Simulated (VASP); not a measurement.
# ZnO (P6_3/mmc) in VASP: settings compared

Aim: see how the results for ZnO move with the level of theory and the settings. Levels: PBEsol, PBE+D2. Tasks: single point.

Everything below comes from runs of VASP 6.6.1. Logs are shortened: lines on timing, memory, paths and dates and some standing lists are left out, and cuts for length are marked.

### Step 1. The cell of the first run

Symmetry: P6_3/mmc, No. 194, hexagonal system. The conventional cell has a = 3.288 Å, b = 3.288 Å, c = 7.130 Å, α = 90.00°, β = 90.00°, γ = 120.00°. Within 2.5 Å of Zn (site symmetry -6m2) lie 3 O at 1.90 Å. O (site symmetry -6m2) has 3 Zn at 1.90 Å within 2.5 Å.

### Step 2. Single point, PBEsol

The input, INCAR:

```
PREC = Accurate
ENCUT = 520
EDIFF = 1E-6
ISMEAR = -1
SIGMA = 0.05
LREAL = False
LASPH = True
NELM = 100
ALGO = Normal
ISIF = 2
LWAVE = False
LCHARG = False
GGA = PS
NBANDS = 26
```

The input, KPOINTS:

```
Automatic mesh
0
Gamma
  9 9 4
```

The input, POSCAR:

```
ZnO
1.0
    3.2879671587      0.0000000000      0.0000000000
   -1.6439835793      2.8474630862      0.0000000000
    0.0000000000      0.0000000000      7.1304413500
Zn O
2 2
Direct
    0.0000000000      0.0000000000      0.2500000000
    0.0000000000      0.0000000000      0.7500000000
    0.6666666667      0.3333333333      0.7500000000
    0.3333333333      0.6666666667      0.2500000000
```

Potentials or basis: VASP PAW PBE potentials, release 64 (Zn, O).

On the command line:

```bash
$ cat potpaw_PBE.64/Zn/POTCAR potpaw_PBE.64/O/POTCAR > POTCAR
$ mpirun -np 1 vasp_std > vasp.out
```

OUTCAR:

```text
PREC = Accurate
   ENCUT = 520
   EDIFF = 1E-6
   ISMEAR = -1
   LREAL = False
   LASPH = True
   NELM = 100
   ISIF = 2
   GGA = PS

 ion  position               nearest neighbor table
   1  0.000  0.000  0.250-   4 1.90   4 1.90   4 1.90
   2  0.000  0.000  0.750-   3 1.90   3 1.90   3 1.90
   3  0.667  0.333  0.750-   2 1.90   2 1.90   2 1.90
   4  0.333  0.667  0.250-   1 1.90   1 1.90   1 1.90

  LATTYP: Found a hexagonal cell.
 ALAT       =     3.2879671587
 C/A-ratio  =     2.1686473757

  Lattice vectors:

 A1 = (   3.2879671587,   0.0000000000,   0.0000000000)
 A2 = (  -1.6439835793,   2.8474630862,   0.0000000000)
 A3 = (   0.0000000000,   0.0000000000,   7.1304413500)

Analysis of symmetry for initial positions (statically):
=====================================================================
 Subroutine PRICEL returns:
 Original cell was already a primitive cell.

 Routine SETGRP: Setting up the symmetry group for a
 hexagonal supercell.

 Subroutine GETGRP returns: Found 24 space group operations
 (whereof 12 operations were pure point group operations)
 out of a pool of 24 trial point group operations.

The static configuration has the point symmetry D_3d.
 The point group associated with its full space group is D_6h.

Analysis of symmetry for dynamics (positions and initial velocities):
=====================================================================
 Subroutine PRICEL returns:
 Original cell was already a primitive cell.

 Routine SETGRP: Setting up the symmetry group for a
 hexagonal supercell.

 Subroutine GETGRP returns: Found 24 space group operations
 (whereof 12 operations were pure point group operations)
 out of a pool of 24 trial point group operations.

The dynamic configuration has the point symmetry D_3d.
 The point group associated with its full space group is D_6h.

 Subroutine INISYM returns: Found 24 space group operations
 (whereof 12 operations are pure point group operations),
 and found     1 'primitive' translations

----------------------------------------------------------------------------------------

                                     Primitive cell

  volume of cell :      66.7578

  direct lattice vectors                    reciprocal lattice vectors
     3.287967159  0.000000000  0.000000000     0.304139291  0.175594901  0.000000000
    -1.643983579  2.847463086  0.000000000     0.000000000  0.351189803  0.000000000
     0.000000000  0.000000000  7.130441350     0.000000000  0.000000000  0.140243773

  length of vectors
     3.287967159  3.287967159  7.130441350     0.351189803  0.351189803  0.140243773

  position of ions in fractional coordinates (direct lattice)
     0.000000000  0.000000000  0.250000000
     0.000000000  0.000000000  0.750000000
     0.666666667  0.333333333  0.750000000
     0.333333333  0.666666667  0.250000000

  ion indices of the primitive-cell ions
   primitive index   ion index
                 1           1
                 2           2
                 3           3
                 4           4

----------------------------------------------------------------------------------------

 KPOINTS: Automatic mesh

Automatic generation of k-mesh.
 Grid dimensions read from file:
 generate k-points for:    9    9    4

 Generating k-lattice:

  Cartesian coordinates                     Fractional coordinates (reciprocal lattice)
     0.033793255  0.019510545  0.000000000     0.111111111  0.000000000  0.000000000
     0.000000000  0.039021089  0.000000000     0.000000000  0.111111111  0.000000000
     0.000000000  0.000000000  0.035060943     0.000000000  0.000000000  0.250000000

  Length of vectors
     0.039021089  0.039021089  0.035060943

  Shift w.r.t. Gamma in fractional coordinates (k-lattice)
     0.000000000  0.000000000  0.000000000

 Subroutine IBZKPT returns following result:
 ===========================================

 Found     36 irreducible k-points:

 Following reciprocal coordinates:
            Coordinates               Weight
  0.000000  0.000000  0.000000      1.000000
  0.111111  0.000000  0.000000      6.000000
  0.222222  0.000000  0.000000      6.000000
  0.333333  0.000000  0.000000      6.000000
  0.444444  0.000000  0.000000      6.000000
  0.111111  0.111111  0.000000      6.000000
[... 16 lines left out ...]
  0.333333  0.222222  0.250000     24.000000
  0.333333  0.333333  0.250000      4.000000
 [... further k-points ...]
   k-points           NKPTS =     36   k-points in BZ     NKDIM =     36   number of bands    NBANDS=     26
   number of dos      NEDOS =    301   number of ions     NIONS =      4
   total plane-waves  NPLWV =  31104
   dimension x,y,z NGX =    24 NGY =   24 NGZ =   54
   dimension x,y,z NGXF=    48 NGYF=   48 NGZF=  108
   ions per type =               2   2
   NGX,Y,Z   is equivalent  to a cutoff of  12.13, 12.13, 12.59 a.u.
   NGXF,Y,Z  is equivalent  to a cutoff of  24.27, 24.27, 25.18 a.u.
 SYSTEM =  unknown system
   PREC   = accura    normal or accurate (medium, high low for compatibility)
   ISTART =      0    job   : 0-new  1-cont  2-samecut
   ICHARG =      2    charge: 1-file 2-atom 10-const
   ISPIN  =      1    spin polarized calculation?
   LNONCOLLINEAR =      F non collinear calculations
   LSORBIT =      F    spin-orbit coupling
   LASPH  =      T    aspherical Exc in radial PAW
   ENCUT  =  520.0 eV  38.22 Ry    6.18 a.u.   6.11  6.11 13.26*2*pi/ulx,y,z
   NELM   =    100;   NELMIN=  2; NELMDL= -5     # of ELM steps
   EDIFF  = 0.1E-05   stopping-criterion for ELM
   LREAL  =      F    real-space projection
   EDIFFG = 0.1E-04   stopping-criterion for IOM
   NSW    =      0    number of steps for IOM
   IBRION =     -1    ionic relax: 0-MD 1-quasi-New 2-CG
   NFREE  =      0    steps in history (QN), initial steepest desc. (CG)
   ISIF   =      2    stress and relaxation
   ISYM   =      2    0-nonsym 1-usesym 2-fastsym
   POTIM  = 0.5000    time-step for ionic-motion
   TEBEG  =    0.0;   TEEND  =   0.0 temperature during run
   PSTRESS=    0.0 pullay stress
   NELECT =      36.0000    total number of electrons
   NUPDOWN=      -1.0000    fix difference up-down
   EMIN   =  10.00;   EMAX   =-10.00  energy-range for DOS
   EFERMI =   0.00;   METHOD = LEGACY
   ISMEAR =    -1;   SIGMA  =   0.05  broadening in eV -4-tet -1-fermi 0-gaus
   EFERMI_NEDOS =   21; number of points for ismear=-14 and -15
   IALGO  =     38    algorithm
   IMIX   =      4    mixing-type and parameters
     AMIX     =   0.40;   BMIX     =  1.00
     AMIX_MAG =   1.60;   BMIX_MAG =  1.00
  volume/ion in A,a.u.               =      16.69       112.63
  Fermi-wavevector in a.u.,A,eV,Ry     =   1.332524  2.518105 24.158775  1.775620
  Thomas-Fermi vector in A             =   2.461452
   LORBIT       =      0    0 simple, 1 ext, 2 COOP (PROOUT), +10 PAW based schemes
   GGA     = PS    functional components
   LHFCALC =     F    Hartree Fock is set to
   AEXX    =    0.0000 exact exchange contribution
   IVDW    =     0    specifies the selected vdW correction
   LEPSILON=     F    determine dielectric tensor
   LRPA    =     F    only Hartree local field effects (RPA)
 non-spin polarized calculation
  energy-cutoff  :      520.00
  volume of cell :       66.76
 maximum number of plane-waves:      1824
   NGX = 13   NGY = 13   NGZ = 27

 number of electron      36.0000026 magnetization

 Free energy of the ion-electron system (eV)
  ---------------------------------------------------
  ext. energy  EPLUGINS =         0.00000000
  ---------------------------------------------------
  free energy    TOTEN  =       -18.26954926 eV

  energy without entropy =      -18.26953787  energy(sigma->0) =      -18.26954357

 E-fermi :  -0.4667     XC(G=0):  -9.1735

 val. band max:       -0.9112476204   @ k =   0.0000   0.0000   0.0000
 cond. band min:      -0.1591834479   @ k =   0.0000   0.0000   0.0000
 fundamental gap:      0.7520641725
 Fermi energy:        -0.4667355013

 k-point     1 :       0.0000    0.0000    0.0000
  band No.  band energies     occupation
      1     -18.3082      2.00000
      2     -18.2250      2.00000
      3      -7.0388      2.00000
      4      -7.0388      2.00000
      5      -7.0241      2.00000
      6      -7.0241      2.00000
[... 18 lines left out ...]
     25      11.8026      0.00000
     26      12.5920      0.00000

 k-point     2 :       0.1111    0.0000    0.0000
  band No.  band energies     occupation
      1     -18.2508      2.00000
      2     -18.1724      2.00000
      3      -7.0624      2.00000
      4      -7.0507      2.00000
      5      -6.9572      2.00000
      6      -6.9423      2.00000
[... 18 lines left out ...]
     25      11.6637      0.00000
     26      12.0307      0.00000

 k-point     3 :       0.2222    0.0000    0.0000
  band No.  band energies     occupation
      1     -18.1020      2.00000
      2     -18.0373      2.00000
      3      -7.0820      2.00000
      4      -7.0768      2.00000
      5      -6.7296      2.00000
      6      -6.7147      2.00000
[... 18 lines left out ...]
     25      11.1192      0.00000
     26      12.5421      0.00000

 k-point     4 :       0.3333    0.0000    0.0000
  band No.  band energies     occupation
      1     -17.9255      2.00000
      2     -17.8809      2.00000
      3      -7.0083      2.00000
      4      -7.0076      2.00000
      5      -6.4188      2.00000
      6      -6.4057      2.00000
[... 18 lines left out ...]
     25      11.0998      0.00000
     26      12.1313      0.00000
[... 496 lines left out ...]
      1     -17.8427      2.00000
      2     -17.8184      2.00000
      3      -6.9057      2.00000
      4      -6.8999      2.00000
      5      -6.2031      2.00000
      6      -6.2016      2.00000
[... 18 lines left out ...]
     25       9.9045      0.00000
     26      11.2039      0.00000

 k-point    23 :       0.3333    0.2222    0.2500
  band No.  band energies     occupation
      1     -17.7515      2.00000
      2     -17.7405      2.00000
      3      -6.7149      2.00000
      4      -6.7088      2.00000
      5      -6.1837      2.00000
      6      -6.1133      2.00000
[... 18 lines left out ...]
     25       9.3543      0.00000
     26      10.0777      0.00000

 k-point    24 :       0.3333    0.3333    0.2500
  band No.  band energies     occupation
      1     -17.7174      2.00000
      2     -17.7174      2.00000
      3      -6.6125      2.00000
      4      -6.6020      2.00000
      5      -6.1495      2.00000
      6      -6.1495      2.00000
[... 18 lines left out ...]
     25       8.7727      0.00000
     26       9.3384      0.00000

 [... further k-points ...]
[... 5 lines left out ...]
  --------------------------------------------------------------------------------------
  -------------------------------------------------------------------------------------
  Total       -2.2086388     -2.2086388     -0.3537583     -0.0000000     -0.0000000      0.0000000
  in kB      -53.0070075    -53.0070075     -8.4901471     -0.0000000     -0.0000000      0.0000000
  external PRESSURE =     -38.1680540 kB  Pullay stress =       0.0000000 kB

 VOLUME and BASIS-vectors are now :
 -----------------------------------------------------------------------------
  energy-cutoff  :      520.00
  volume of cell :       66.76
      direct lattice vectors                 reciprocal lattice vectors
     3.287967159  0.000000000  0.000000000     0.304139291  0.175594901  0.000000000
    -1.643983579  2.847463086  0.000000000     0.000000000  0.351189803  0.000000000
     0.000000000  0.000000000  7.130441350     0.000000000  0.000000000  0.140243773

 POSITION                                       TOTAL-FORCE (eV/Angst)
 -----------------------------------------------------------------------------------
      0.00000      0.00000      1.78261         0.000000     -0.000000      0.000000
      0.00000      0.00000      5.34783         0.000000     -0.000000     -0.000000
      1.64398      0.94915      5.34783         0.000000     -0.000000      0.000000
     -0.00000      1.89831      1.78261        -0.000000      0.000000     -0.000000
 -----------------------------------------------------------------------------------
    total drift:                               -0.000000      0.000000      0.000000

  FREE ENERGIE OF THE ION-ELECTRON SYSTEM (eV)
  ---------------------------------------------------
  free  energy   TOTEN  =       -18.2695492649 eV

  energy  without entropy=      -18.2695378707  energy(sigma->0) =      -18.26954357
```

It took 64 s on 1 thread of Intel Xeon 8259CL, shared host; peak memory 0.21 GiB.

What came out:

```
Free energy            : -18.2695 eV
Pressure               : -3.8 GPa
Band gap on the k mesh : 0.75 eV
```

Stress tensor (GPa, compression positive):
```
-5.30  0.00  0.00
 0.00 -5.30  0.00
 0.00  0.00 -0.85
```

Caveat: the cell stands under tension; the PAW data sets were made with another functional, which shifts forces and pressure a little; an odd mesh through Γ misses points on the zone boundary, where band edges can lie.

### Step 3. Single point, PBE+D2

The input, INCAR:

```
SYSTEM = ZnO
  PREC = Accurate
  ENCUT = 520
  EDIFF = 1E-7
  ISMEAR = 0
  SIGMA = 0.02
  LREAL = .False.
  LASPH = .True.
  ALGO = Normal
  NELM = 100
  ISIF = 2
  LWAVE = .False.
  LCHARG = .False.
  IVDW = 1
```

The input, KPOINTS:

```
k-points
0
Gamma
  7 7 3
```

POSCAR is that of step 2.

Potentials or basis: VASP PAW PBE potentials, release 64 (Zn, O).

On the command line:

```bash
$ cat potpaw_PBE.64/Zn/POTCAR potpaw_PBE.64/O/POTCAR > POTCAR
$ mpirun -np 1 vasp_std > vasp.out
```

OUTCAR:

```text
SYSTEM = ZnO
   PREC = Accurate
   ENCUT = 520
   EDIFF = 1E-7
   ISMEAR = 0
   LREAL = .False.
   LASPH = .True.
   NELM = 100
   ISIF = 2
   IVDW = 1
  IVDW =   1

 Found     16 irreducible k-points:

 Following reciprocal coordinates:
            Coordinates               Weight
  0.000000  0.000000  0.000000      1.000000
  0.142857 -0.000000  0.000000      6.000000
  0.285714 -0.000000  0.000000      6.000000
  0.428571 -0.000000  0.000000      6.000000
  0.142857  0.142857  0.000000      6.000000
  0.285714  0.142857  0.000000     12.000000
   k-points           NKPTS =     16   k-points in BZ     NKDIM =     16   number of bands    NBANDS=     22
   number of dos      NEDOS =    301   number of ions     NIONS =      4
   total plane-waves  NPLWV =  31104
   dimension x,y,z NGX =    24 NGY =   24 NGZ =   54
   dimension x,y,z NGXF=    48 NGYF=   48 NGZF=  108
   ions per type =               2   2
   NGX,Y,Z   is equivalent  to a cutoff of  12.13, 12.13, 12.59 a.u.
   NGXF,Y,Z  is equivalent  to a cutoff of  24.27, 24.27, 25.18 a.u.
 SYSTEM =  ZnO
   PREC   = accura    normal or accurate (medium, high low for compatibility)
   ISTART =      0    job   : 0-new  1-cont  2-samecut
   ICHARG =      2    charge: 1-file 2-atom 10-const
   ISPIN  =      1    spin polarized calculation?
   LNONCOLLINEAR =      F non collinear calculations
   LSORBIT =      F    spin-orbit coupling
[... 64 lines left out ...]
 k-point     1 :       0.0000    0.0000    0.0000
  band No.  band energies     occupation
      1     -18.2224      2.00000
      2     -18.1419      2.00000
      3      -6.8673      2.00000
      4      -6.8672      2.00000
      5      -6.8527      2.00000
      6      -6.8527      2.00000
[... 139 lines left out ...]
     21       6.3565      0.00000
     22       7.7687      0.00000

 [... further k-points ...]

------------------------ aborting loop because EDIFF is reached ----------------------------------------

  DFT-D2 method for vdW energy calculation

  Number of pair interactions contributing to vdW energy:   78388

  Edisp (eV):   -0.71120

  FORCE on cell =-STRESS in cart. coord.  units (eV):
  Direction    XX          YY          ZZ          XY          YZ          ZX
  --------------------------------------------------------------------------------------
  -------------------------------------------------------------------------------------
  Total      -0.69689    -0.69689    -1.02943    -0.00000    -0.00000     0.00000
  in kB     -16.72534   -16.72534   -24.70626    -0.00000    -0.00000     0.00000
  external pressure =      -19.39 kB  Pullay stress =        0.00 kB

 VOLUME and BASIS-vectors are now :
 -----------------------------------------------------------------------------
  energy-cutoff  :      520.00
  volume of cell :       66.76
      direct lattice vectors                 reciprocal lattice vectors
     3.287967159  0.000000000  0.000000000     0.304139291  0.175594901  0.000000000
    -1.643983579  2.847463086  0.000000000     0.000000000  0.351189803  0.000000000
     0.000000000  0.000000000  7.130441350     0.000000000  0.000000000  0.140243773

 POSITION                                       TOTAL-FORCE (eV/Angst)
 -----------------------------------------------------------------------------------
      0.00000      0.00000      1.78261         0.000000      0.000000     -0.000000
      0.00000      0.00000      5.34783        -0.000000      0.000000      0.000000
      1.64398      0.94915      5.34783         0.000000      0.000000     -0.000000
     -0.00000      1.89831      1.78261        -0.000000      0.000000     -0.000000
 -----------------------------------------------------------------------------------
    total drift:                               -0.000000      0.000000      0.000000

  FREE ENERGIE OF THE ION-ELECTRON SYSTEM (eV)
  ---------------------------------------------------
  free  energy   TOTEN  =       -17.6767464699 eV

  energy  without entropy=      -17.6767464699  energy(sigma->0) =      -17.67674647
```

OSZICAR:

```text
N       E                     dE             d eps       ncg     rms          rms(c)
DAV:   1     0.295651711457E+03    0.29565E+03   -0.18782E+04   704   0.213E+03
DAV:   2     0.150641343344E+02   -0.28059E+03   -0.26825E+03   794   0.424E+02
DAV:   3    -0.202516389103E+02   -0.35316E+02   -0.35069E+02   764   0.158E+02
DAV:   4    -0.210466655396E+02   -0.79503E+00   -0.79373E+00   836   0.257E+01
DAV:   5    -0.210537113807E+02   -0.70458E-02   -0.70453E-02   794   0.223E+00    0.158E+01
DAV:   6    -0.168401533178E+02    0.42136E+01   -0.16153E+01  1276   0.858E+01    0.916E+00
DAV:   7    -0.170213283668E+02   -0.18118E+00   -0.32716E+00   726   0.202E+01    0.551E+00
DAV:   8    -0.170555016518E+02   -0.34173E-01   -0.12823E+00   914   0.938E+00    0.226E+00
DAV:   9    -0.169615504494E+02    0.93951E-01   -0.30688E-01  1090   0.821E+00    0.451E-01
DAV:  10    -0.169650987181E+02   -0.35483E-02   -0.65483E-02   752   0.208E+00    0.141E-01
DAV:  11    -0.169656318499E+02   -0.53313E-03   -0.14523E-03   900   0.864E-01    0.102E-01
DAV:  12    -0.169655333230E+02    0.98527E-04   -0.73285E-04  1118   0.619E-01    0.215E-02
DAV:  13    -0.169655509845E+02   -0.17662E-04   -0.11120E-04   752   0.932E-02    0.238E-02
DAV:  14    -0.169655533583E+02   -0.23737E-05   -0.11268E-05   806   0.619E-02    0.137E-02
DAV:  15    -0.169655507163E+02    0.26419E-05   -0.12771E-05   966   0.333E-02    0.167E-03
DAV:  16    -0.169655506556E+02    0.60676E-07   -0.13600E-06   752   0.131E-02    0.118E-03
DAV:  17    -0.169655505219E+02    0.13375E-06   -0.79095E-08   496   0.297E-03    0.413E-04
DAV:  18    -0.169655505180E+02    0.38399E-08   -0.13735E-08   406   0.110E-03
   1 F= -.17676746E+02 E0= -.17676746E+02  d E =-.866568E-13
```

stdout:

```text
POSCAR found type information on POSCAR ZnO
 POSCAR found :  2 types and       4 ions
 scaLAPACK will be used
 LDA part: xc-table for (Slater+PW92), standard interpolation
 POSCAR, INCAR and KPOINTS ok, starting setup
 FFT: planning ... GRIDC
 FFT: planning ... GRID_SOFT
 FFT: planning ... GRID
 WAVECAR not read
 entering main loop
```

Run time: 43 s. Hardware: 1 thread of Intel Xeon Platinum 8375C at 2.90GHz (Ice Lake), shared host; peak memory 0.18 GiB.

Results:

```yaml
Free_energy: -17.6767 eV
Pressure: -1.9 GPa
Band_gap_on_the_k_mesh: 0.82 eV
Dispersion_energy_per_atom: -0.178 eV
```
